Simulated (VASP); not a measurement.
Wanted: the native input for a VASP 6.6.1 run.

```yaml
Task: single point
Functional: PBE
Potentials_or_basis: VASP PAW PBE potentials, release 64 (Al, N)
Cutoff: 520 eV
k_mesh: 10 × 10 × 10
Occupations: fermi-dirac, width 0.02 eV
Spin: no spin polarisation
Dipole_correction: no
Further_INCAR_settings: ALGO = Normal; EDIFF = 1e-06; NBANDS = 11
```

The structure of AlN lies in POSCAR:

```
AlN
1.0
    0.0000000000      2.1848764125      2.2067251766
    2.1848764125      0.0000000000      2.2067251766
    2.1848764125      2.1848764125      0.0000000000
Al N
1 1
Direct
    0.0000000000      0.0000000000      0.0000000000
    0.2500000000      0.2500000000      0.2500000000
```

This cell differs from its parent crystal: uniaxial z strain +1.0%.

These files were run (other wordings do the same):

INCAR

```
ALGO = Normal ; EDIFF = 1E-6
ENCUT = 520 ; GGA = PE
ISIF = 2 ; ISMEAR = -1
LASPH = T ; LCHARG = T
LELF = T ; LREAL = F
LVHAR = T ; LWAVE = F
NBANDS = 11 ; NELM = 60
PREC = Accurate ; SIGMA = 0.02
```

KPOINTS

```
k-points
0
Gamma
  10 10 10
```

Potentials or basis: VASP PAW PBE potentials, release 64 (Al, N).

Run with:

```console
$ cat potpaw_PBE.64/Al/POTCAR potpaw_PBE.64/N/POTCAR > POTCAR
$ mpirun -np 1 vasp_std > vasp.out
```

Results of the run:

```
Pressure               : 2.3 GPa
Band gap on the k mesh : 3.28 eV (least direct gap 4.08 eV)
```

Caveat: the cell differs from its parent crystal (uniaxial z strain +1.0%).

It took 14 s on 1 thread of Intel Xeon 8259CL (shared host), peak memory 0.15 GiB.
